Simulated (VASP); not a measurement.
# AlIn2As3 (P3m1) in VASP: further runs

AlIn2As3 is run at these levels: PBE; tasks: single point, relaxation of cell and atoms.

Everything below comes from runs of VASP 6.6.1. Logs are shortened: lines on timing, memory, paths and dates and some standing lists are left out, and cuts for length are marked.

## Step 1: The cell of the first run

Symmetry: P3m1, No. 156, trigonal system. The conventional cell has a = 4.275 Å, b = 4.275 Å, c = 10.442 Å, α = 90.00°, β = 90.00°, γ = 120.00°. Within 3.3 Å of Al (site symmetry 3m) lie 4 As at 2.48 to 2.57 Å. In (site symmetry 3m) has 4 As at 2.65 to 2.69 Å within 3.5 Å. Within 3.5 Å of In (site symmetry 3m) lie 4 As at 2.64 to 2.67 Å. Within 3.4 Å of As (site symmetry 3m) lie 3 Al at 2.57 Å and 1 In at 2.69 Å. Within 3.3 Å of As (site symmetry 3m) lie 1 Al at 2.48 Å and 3 In at 2.64 Å. As (site symmetry 3m) has 4 In at 2.65 to 2.67 Å within 3.5 Å.

## Step 2: Single point, PBE

Input file INCAR:

```
SYSTEM = AlIn2As3
PREC = Accurate ; ENCUT = 500
EDIFF = 1E-6 ; ISMEAR = 0
SIGMA = 0.2 ; LREAL = .FALSE.
LASPH = .TRUE. ; NELM = 120
ALGO = Normal ; ISIF = 2
LWAVE = .FALSE. ; LCHARG = .TRUE.
GGA = PE ; LELF = .TRUE.
LVHAR = .TRUE. ; NBANDS = 31
GGA_COMPAT = .FALSE.
```

Input file KPOINTS:

```
Automatic mesh
0
G
  5 5 2
  0 0 0
```

Input file POSCAR:

```
AlIn2As3
1.0
    4.2752372347      0.0000000000      0.0000000000
   -2.1376186174      3.7024640525      0.0000000000
    0.0000000000      0.0000000000     10.4418505670
Al In As
1 2 3
Direct
    0.0000000000      0.0000000000     -0.0005682224
    0.6666666667      0.3333333333      0.6734436110
    0.3333333333      0.6666666667      0.3269578070
    0.6666666667      0.3333333333      0.9313414232
    0.0000000000      0.0000000000      0.2365980999
    0.3333333333      0.6666666667      0.5822272812
```

Potentials or basis: VASP PAW PBE potentials, release 64 (Al, In_d, As).

Launch:

```
> cat potpaw_PBE.64/Al/POTCAR potpaw_PBE.64/In_d/POTCAR potpaw_PBE.64/As/POTCAR > POTCAR
> mpirun -np 1 vasp_std > vasp.out
```

OUTCAR:

```text
SYSTEM = AlIn2As3
   PREC = Accurate
   ENCUT = 500
   EDIFF = 1E-6
   ISMEAR = 0
   LREAL = .FALSE.
   LASPH = .TRUE.
   NELM = 120
   ISIF = 2
   GGA = PE

 ion  position               nearest neighbor table
   1  0.000  0.000  0.999-   5 2.48   4 2.57   4 2.57   4 2.57
   2  0.667  0.333  0.673-   6 2.65   6 2.65   6 2.65   4 2.69
   3  0.333  0.667  0.327-   5 2.64   5 2.64   5 2.64   6 2.67
   4  0.667  0.333  0.931-   1 2.57   1 2.57   1 2.57   2 2.69
   5  0.000  0.000  0.237-   1 2.48   3 2.64   3 2.64   3 2.64
   6  0.333  0.667  0.582-   2 2.65   2 2.65   2 2.65   3 2.67

  LATTYP: Found a hexagonal cell.
 ALAT       =     4.2752372347
 C/A-ratio  =     2.4424026069

  Lattice vectors:

 A1 = (   4.2752372347,   0.0000000000,   0.0000000000)
 A2 = (  -2.1376186174,   3.7024640525,   0.0000000000)
 A3 = (   0.0000000000,   0.0000000000,  10.4418505670)

Analysis of symmetry for initial positions (statically):
=====================================================================
 Subroutine PRICEL returns:
 Original cell was already a primitive cell.

 Routine SETGRP: Setting up the symmetry group for a
 hexagonal supercell.

 Subroutine GETGRP returns: Found  6 space group operations
 (whereof  6 operations were pure point group operations)
 out of a pool of 24 trial point group operations.

The static configuration has the point symmetry C_3v.

Analysis of symmetry for dynamics (positions and initial velocities):
=====================================================================
 Subroutine PRICEL returns:
 Original cell was already a primitive cell.

 Routine SETGRP: Setting up the symmetry group for a
 hexagonal supercell.

 Subroutine GETGRP returns: Found  6 space group operations
 (whereof  6 operations were pure point group operations)
 out of a pool of 24 trial point group operations.

The dynamic configuration has the point symmetry C_3v.

 Subroutine INISYM returns: Found  6 space group operations
 (whereof  6 operations are pure point group operations),
 and found     1 'primitive' translations

----------------------------------------------------------------------------------------

                                     Primitive cell

  volume of cell :     165.2831

  direct lattice vectors                    reciprocal lattice vectors
     4.275237235  0.000000000  0.000000000     0.233905148  0.135045200  0.000000000
    -2.137618617  3.702464052  0.000000000     0.000000000  0.270090401  0.000000000
     0.000000000  0.000000000 10.441850567     0.000000000  0.000000000  0.095768465

  length of vectors
     4.275237235  4.275237235 10.441850567     0.270090401  0.270090401  0.095768465

  position of ions in fractional coordinates (direct lattice)
     0.000000000  0.000000000  0.999431778
     0.666666667  0.333333333  0.673443611
     0.333333333  0.666666667  0.326957807
     0.666666667  0.333333333  0.931341423
     0.000000000  0.000000000  0.236598100
     0.333333333  0.666666667  0.582227281

  ion indices of the primitive-cell ions
   primitive index   ion index
                 1           1
                 2           2
                 3           3
                 4           4
                 5           5
                 6           6

----------------------------------------------------------------------------------------

 KPOINTS: Automatic mesh

Automatic generation of k-mesh.
 Grid dimensions read from file:
 generate k-points for:    5    5    2

 Generating k-lattice:

  Cartesian coordinates                     Fractional coordinates (reciprocal lattice)
     0.046781030  0.027009040  0.000000000     0.200000000  0.000000000  0.000000000
     0.000000000  0.054018080  0.000000000     0.000000000  0.200000000  0.000000000
     0.000000000  0.000000000  0.047884232     0.000000000  0.000000000  0.500000000

  Length of vectors
     0.054018080  0.054018080  0.047884232

  Shift w.r.t. Gamma in fractional coordinates (k-lattice)
     0.000000000  0.000000000  0.000000000

 Subroutine IBZKPT returns following result:
 ===========================================

 Found     10 irreducible k-points:

 Following reciprocal coordinates:
            Coordinates               Weight
  0.000000  0.000000  0.000000      1.000000
  0.200000 -0.000000  0.000000      6.000000
  0.400000 -0.000000  0.000000      6.000000
  0.200000  0.200000  0.000000      6.000000
  0.400000  0.200000  0.000000      6.000000
  0.000000  0.000000  0.500000      1.000000
  0.200000 -0.000000  0.500000      6.000000
  0.400000 -0.000000  0.500000      6.000000
  0.200000  0.200000  0.500000      6.000000
  0.400000  0.200000  0.500000      6.000000
   k-points           NKPTS =     10   k-points in BZ     NKDIM =     10   number of bands    NBANDS=     31
   number of dos      NEDOS =    301   number of ions     NIONS =      6
   total plane-waves  NPLWV =  81920
   dimension x,y,z NGX =    32 NGY =   32 NGZ =   80
   dimension x,y,z NGXF=    64 NGYF=   64 NGZF=  160
   ions per type =               1   2   3
   NGX,Y,Z   is equivalent  to a cutoff of  12.44, 12.44, 12.74 a.u.
   NGXF,Y,Z  is equivalent  to a cutoff of  24.89, 24.89, 25.47 a.u.
 SYSTEM =  AlIn2As3
   PREC   = accura    normal or accurate (medium, high low for compatibility)
   ISTART =      0    job   : 0-new  1-cont  2-samecut
   ICHARG =      2    charge: 1-file 2-atom 10-const
   ISPIN  =      1    spin polarized calculation?
   LNONCOLLINEAR =      F non collinear calculations
   LSORBIT =      F    spin-orbit coupling
   LASPH  =      T    aspherical Exc in radial PAW
   ENCUT  =  500.0 eV  36.75 Ry    6.06 a.u.   7.79  7.79 19.04*2*pi/ulx,y,z
   NELM   =    120;   NELMIN=  2; NELMDL= -5     # of ELM steps
   EDIFF  = 0.1E-05   stopping-criterion for ELM
   LREAL  =      F    real-space projection
[... 7 lines left out ...]
   TEBEG  =    0.0;   TEEND  =   0.0 temperature during run
   PSTRESS=    0.0 pullay stress
   NELECT =      44.0000    total number of electrons
   NUPDOWN=      -1.0000    fix difference up-down
   EMIN   =  10.00;   EMAX   =-10.00  energy-range for DOS
   EFERMI =   0.00;   METHOD = LEGACY
   ISMEAR =     0;   SIGMA  =   0.20  broadening in eV -4-tet -1-fermi 0-gaus
   EFERMI_NEDOS =   21; number of points for ismear=-14 and -15
   IALGO  =     38    algorithm
   IMIX   =      4    mixing-type and parameters
     AMIX     =   0.40;   BMIX     =  1.00
     AMIX_MAG =   1.60;   BMIX_MAG =  1.00
  volume/ion in A,a.u.               =      27.55       185.90
  Fermi-wavevector in a.u.,A,eV,Ry     =   1.053132  1.990131 15.090049  1.109087
  Thomas-Fermi vector in A             =   2.188242
   LORBIT       =      0    0 simple, 1 ext, 2 COOP (PROOUT), +10 PAW based schemes
   GGA     = PE    functional components
   LHFCALC =     F    Hartree Fock is set to
   AEXX    =    0.0000 exact exchange contribution
   IVDW    =     0    specifies the selected vdW correction
   LEPSILON=     F    determine dielectric tensor
   LRPA    =     F    only Hartree local field effects (RPA)
 non-spin polarized calculation
 Gauss-broadening in eV      SIGMA  =   0.20
  energy-cutoff  :      500.00
  volume of cell :      165.28
 maximum number of plane-waves:      4226
 NGX is ok and might be reduce to    32
   NGX = 15   NGY = 15   NGZ = 39

 number of electron      44.0000005 magnetization

 Free energy of the ion-electron system (eV)
  ---------------------------------------------------
  ext. energy  EPLUGINS =         0.00000000
  ---------------------------------------------------
  free energy    TOTEN  =       -24.60976272 eV

  energy without entropy =      -24.60243535  energy(sigma->0) =      -24.60609903

 E-fermi :   3.9791     XC(G=0):  -8.8393

 val. band max:        3.9132909521   @ k =   0.0000   0.0000   0.0000
 cond. band min:       4.7943064665   @ k =   0.0000   0.0000   0.5000
 fundamental gap:      0.8810155144
 Fermi energy:         3.9791417215

 k-point     1 :       0.0000    0.0000    0.0000
  band No.  band energies     occupation
      1     -10.4354      2.00000
      2     -10.3792      2.00000
      3     -10.3641      2.00000
      4     -10.3641      2.00000
      5     -10.3395      2.00000
      6     -10.3395      2.00000
[... 23 lines left out ...]
     30       8.2758      0.00000
     31       8.7872      0.00000

 k-point     2 :       0.2000   -0.0000    0.0000
  band No.  band energies     occupation
      1     -10.4568      2.00000
      2     -10.4113      2.00000
      3     -10.3543      2.00000
      4     -10.3504      2.00000
      5     -10.3322      2.00000
      6     -10.3243      2.00000
[... 23 lines left out ...]
     30       8.7407      0.00000
     31       9.0291      0.00000

 k-point     3 :       0.4000   -0.0000    0.0000
  band No.  band energies     occupation
      1     -10.4956      2.00000
      2     -10.4627      2.00000
      3     -10.3398      2.00000
      4     -10.3333      2.00000
      5     -10.3148      2.00000
      6     -10.3036      2.00000
[... 23 lines left out ...]
     30       9.5362      0.00000
     31       9.6658      0.00000

 k-point     4 :       0.2000    0.2000    0.0000
  band No.  band energies     occupation
      1     -10.4815      2.00000
      2     -10.4513      2.00000
      3     -10.3407      2.00000
      4     -10.3372      2.00000
      5     -10.3243      2.00000
      6     -10.3085      2.00000
[... 159 lines left out ...]
     30      10.3714      0.00000
     31      10.6543      0.00000

 k-point     9 :       0.2000    0.2000    0.5000
  band No.  band energies     occupation
      1     -10.4811      2.00000
      2     -10.4521      2.00000
      3     -10.3399      2.00000
      4     -10.3374      2.00000
      5     -10.3245      2.00000
      6     -10.3085      2.00000
[... 23 lines left out ...]
     30       9.1550      0.00000
     31       9.2989      0.00000

 k-point    10 :       0.4000    0.2000    0.5000
  band No.  band energies     occupation
      1     -10.4946      2.00000
      2     -10.4740      2.00000
      3     -10.3356      2.00000
      4     -10.3294      2.00000
      5     -10.3128      2.00000
      6     -10.3082      2.00000
[... 23 lines left out ...]
     30       9.1678      0.00000
     31       9.4745      0.00000

------------------------ aborting loop because EDIFF is reached ----------------------------------------

  FORCE on cell =-STRESS in cart. coord.  units (eV):
  Direction    XX          YY          ZZ          XY          YZ          ZX
  --------------------------------------------------------------------------------------
  -------------------------------------------------------------------------------------
  Total       -0.0440254     -0.0440254     -0.0540038      0.0000000      0.0000000     -0.0000000
  in kB       -0.4267617     -0.4267617     -0.5234875      0.0000000      0.0000000     -0.0000000
  external PRESSURE =      -0.4590036 kB  Pullay stress =       0.0000000 kB

 VOLUME and BASIS-vectors are now :
 -----------------------------------------------------------------------------
  energy-cutoff  :      500.00
  volume of cell :      165.28
      direct lattice vectors                 reciprocal lattice vectors
     4.275237235  0.000000000  0.000000000     0.233905148  0.135045200  0.000000000
    -2.137618617  3.702464052  0.000000000     0.000000000  0.270090401  0.000000000
     0.000000000  0.000000000 10.441850567     0.000000000  0.000000000  0.095768465

 POSITION                                       TOTAL-FORCE (eV/Angst)
 -----------------------------------------------------------------------------------
      0.00000      0.00000     10.43592         0.000000      0.000000      0.035143
      2.13762      1.23415      7.03200        -0.000000      0.000000      0.048127
     -0.00000      2.46831      3.41404         0.000000     -0.000000      0.029634
      2.13762      1.23415      9.72493         0.000000     -0.000000     -0.071218
      0.00000      0.00000      2.47052        -0.000000      0.000000     -0.027446
     -0.00000      2.46831      6.07953         0.000000      0.000000     -0.014240
 -----------------------------------------------------------------------------------
    total drift:                               -0.000000      0.000000      0.000015

  FREE ENERGIE OF THE ION-ELECTRON SYSTEM (eV)
  ---------------------------------------------------
  free  energy   TOTEN  =       -24.6097627212 eV

  energy  without entropy=      -24.6024353485  energy(sigma->0) =      -24.60609903
```

It took 46 s on 1 thread of Intel Xeon Platinum 8559C (Emerald Rapids), shared host; peak memory 0.28 GiB.

What came out:

```yaml
Free_energy: -24.6098 eV
Pressure: 0.0 GPa
Largest_force: 0.071 eV/Å
Band_gap_on_the_k_mesh: 0.02 eV
```

Forces in eV/Å, atoms in the order of the input:
```
Al   0.000  0.000  0.035
In   0.000  0.000  0.048
In   0.000  0.000  0.030
As   0.000  0.000 -0.071
As   0.000  0.000 -0.027
As   0.000  0.000 -0.014
```

Caveat: the smearing spreads over this small gap; semilocal functionals underestimate gaps, and a narrow one can read as zero; spin-orbit coupling is left out, which moves the levels of the heavy elements.

## Step 3: Relaxation of cell and atoms, PBE

This run uses another cell than the first one, of 25.97 Å³/atom.

Input file INCAR:

```
ALGO = Normal ; EDIFF = 1E-7
EDIFFG = -0.08 ; ENCUT = 500
GGA = PE ; GGA_COMPAT = F
IBRION = 2 ; ISIF = 3
ISMEAR = 0 ; LASPH = T
LCHARG = F ; LREAL = F
LWAVE = F ; NELM = 120
NELMIN = 4 ; NSW = 36
PREC = Accurate ; SIGMA = 0.2
```

Input file KPOINTS:

```
k-points
0
Gamma
  5 5 2
```

Input file POSCAR:

```
AlIn2As3
1.0
    4.1900000000      0.0000000000      0.0000000000
   -2.0950000000      3.6286464400      0.0000000000
    0.0000000000      0.0000000000     10.2500000000
Al In As
1 2 3
Direct
    0.0000000000      0.0000000000      0.0000000000
    0.6666666700      0.3333333300      0.6667000000
    0.3333333300      0.6666666700      0.3333000000
    0.6666666700      0.3333333300      0.9167000000
    0.0000000000      0.0000000000      0.2500000000
    0.3333333300      0.6666666700      0.5833000000
```

Potentials or basis: VASP PAW PBE potentials, release 64 (Al, In_d, As).

Launch:

```
> cat potpaw_PBE.64/Al/POTCAR potpaw_PBE.64/In_d/POTCAR potpaw_PBE.64/As/POTCAR > POTCAR
> mpirun -np 1 vasp_std > vasp.out
```

Run time: 3.9 min. Hardware: 1 thread of Intel Xeon Platinum 8559C (Emerald Rapids), shared host; peak memory 0.29 GiB.

Results (log left out):

```
Free energy                           : -24.6089 eV
Relaxed volume                        : 27.53 Å³/atom
Relaxed cell                          : a = 4.274 Å, b = 4.274 Å, c = 10.442 Å, α = 90.00°, β = 90.00°, γ = 120.00°
Space group after relaxing (to 0.1 Å) : P3m1 (No. 156)
Energy gained by relaxing             : 47.0 meV/atom
Ionic steps                           : 8
Pressure after relaxing               : 0.0 GPa
Largest force after relaxing          : 0.041 eV/Å
Band gap on the k mesh                : 0.01 eV
```

Forces on the atoms (eV/Å):
```
Al   0.000  0.000 -0.003
In   0.000  0.000 -0.041
In   0.000  0.000 -0.012
As   0.000  0.000  0.008
As   0.000  0.000  0.021
As   0.000  0.000  0.028
```

Stress tensor (GPa, compression positive):
```
-0.09  0.00  0.00
 0.00 -0.09  0.00
 0.00  0.00  0.15
```

Step by step:
```
step  energy change (eV)  largest force (eV/Å)  pressure (GPa)  volume (Å³)
   1              0.0000                1.2568            4.02       155.84
   2             -0.1965                0.4917           -1.50       170.99
   3             -0.2045                0.6073           -0.71       168.24
   4             -0.2445                0.3344           -0.37       166.83
   5             -0.2676                0.3391            0.22       164.67
   6             -0.2799                0.1910            0.02       165.13
   7             -0.2806                0.1449           -0.03       165.28
   8             -0.2820                0.0411           -0.01       165.18
```

Final structure:
```
Al In As
1.0
     4.27394    0.00000    0.00000
    -2.13697    3.70134    0.00000
     0.00000    0.00000   10.44189
Al In As
1 2 3
Direct
  0.00000 0.00000 0.99952
  0.66667 0.33333 0.67417
  0.33333 0.66667 0.32732
  0.66667 0.33333 0.93072
  0.00000 0.00000 0.23618
  0.33333 0.66667 0.58209
```

Levels at points of the mesh, in eV from the valence-band top:
```csv
k point,band 20,band 21,band 22,band 23,band 24,band 25
"(0.00, 0.00, 0.00)",-0.21,0.00,0.00,0.01,1.07,1.42
"(0.00, 0.00, 0.50)",-0.42,-0.16,-0.16,0.90,1.34,1.52
```

Caveat: the smearing spreads over this small gap; semilocal functionals underestimate gaps, and a narrow one can read as zero; spin-orbit coupling is left out, which moves the levels of the heavy elements; the relaxation stopped at a loose force limit of 0.08 eV/Å, so its end isn't a converged minimum.

The gap in the log of VASP goes by the Fermi energy; the results here count the filled bands.